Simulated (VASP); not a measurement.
Here is a VASP 6.6.1 calculation.

File INCAR:

```
PREC = Accurate ; ENCUT = 520
EDIFF = 1E-6 ; ISMEAR = 0
SIGMA = 0.1 ; LREAL = False
LASPH = True ; NELM = 80
ALGO = Normal ; ISIF = 2
LWAVE = False ; LCHARG = False
GGA = PE ; NBANDS = 36
```

The input KPOINTS:

```
Automatic mesh
0
Gamma
  6 6 2
```

Contents of POSCAR:

```
Ga3SbAs2
1.0
    4.1776495000      0.0000000000      0.0000000000
   -2.0888248000      3.6179506000      0.0000000000
    0.0000000000      0.0000000000     10.2389541000
Ga Sb As
3 1 2
Direct
    0.0000000000      0.0000000000      0.0137060000
    0.6666667000      0.3333333000      0.3330410000
    0.3333333000      0.6666667000      0.6541310000
    0.3333333000      0.6666667000      0.9162200000
    0.0000000000      0.0000000000      0.2560920000
    0.6666667000      0.3333333000      0.5768100000
```

Potentials or basis: VASP PAW PBE potentials, release 64 (Ga_d, Sb, As).

The run is started by

```sh
$ cat potpaw_PBE.64/Ga_d/POTCAR potpaw_PBE.64/Sb/POTCAR potpaw_PBE.64/As/POTCAR > POTCAR
$ mpirun -np 1 vasp_std > vasp.out
```

Task: Predict the band gap on the k mesh.

Result: Zero (filled and empty bands touch).

Task: Estimate the largest force.

Result: 0.045 eV/Å.

Task: Estimate the pressure.

Result: 0.2 GPa.

Forces in eV/Å, atoms in the order of the input:
```
Ga   0.000  0.000  0.045
Ga   0.000  0.000 -0.004
Ga   0.000  0.000 -0.031
Sb   0.000  0.000 -0.025
As   0.000  0.000  0.005
As   0.000  0.000  0.010
```

Caveat: spin-orbit coupling is left out, which moves the levels of the heavy elements.
